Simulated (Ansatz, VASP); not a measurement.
Given: the input of a run of Ansatz 0.2.0 on GaN.

input.yaml

```yaml
crystal:
  lattice:
    - [0.0, 2.2074978911, 2.2074978911]
    - [2.2074978911, 0.0, 2.2074978911]
    - [2.2074978911, 2.2074978911, 0.0]
  atoms:
    - { symbol: Ga, position: [0.0, 0.0, 0.0] }
    - { symbol: "N", position: [0.25, 0.25, 0.25] }
hamiltonian:
  xc: pbe
  pseudopotentials: { kind: paw }
  dispersion: d4
kpoints:
  mp_grid: { grid: [10, 10, 10] }
scf:
  occupations: { method: fermi_dirac, width: 0.05 }
output:
  forces: true
  stress: true
  eigenvalues: true
```

Potentials or basis: Ansatz PAW.

Command:

```sh
$ ansatz run input.yaml --threads 2 --pin off --max-ram 5120MiB --backend cpu --events-out ev --progress --plain --runs-dir out
```

**Question.** Translate it to VASP 6.6.1. Potentials there: VASP PAW PBE potentials, release 64 (Ga_d, N).

**Answer.** As run (the cutoff follows the program's own potentials):

File INCAR:

```
SYSTEM = GaN
ALGO = Normal
EDIFF = 1E-6
ENCUT = 520
GGA = PE
ISIF = 2
ISMEAR = -1
IVDW = 13
LASPH = .TRUE.
LCHARG = .FALSE.
LREAL = .FALSE.
LWAVE = .FALSE.
NBANDS = 16
NELM = 80
PREC = Accurate
SIGMA = 0.05
```

The input KPOINTS:

```
k-points
0
G
  10 10 10
  0 0 0
```

The input POSCAR:

```
GaN
1.0
    0.0000000000      2.2074978911      2.2074978911
    2.2074978911      0.0000000000      2.2074978911
    2.2074978911      2.2074978911      0.0000000000
Ga N
1 1
Direct
    0.0000000000      0.0000000000      0.0000000000
    0.2500000000      0.2500000000      0.2500000000
```

Potentials or basis: VASP PAW PBE potentials, release 64 (Ga_d, N).

Command:

```console
$ cat potpaw_PBE.64/Ga_d/POTCAR potpaw_PBE.64/N/POTCAR > POTCAR
$ mpirun -np 1 vasp_std > vasp.out
```

Both were run:

|  | VASP | Ansatz | Ansatz less VASP |
| --- | --- | --- | --- |
| gap on the k mesh at the Fermi level (eV) | 2.12 | 2.11 | -0.013 |
| least direct gap on the mesh (eV) | 2.12 | 2.11 | -0.013 |
| pressure (GPa) | 12.3 | 12.3 | +0.03 |
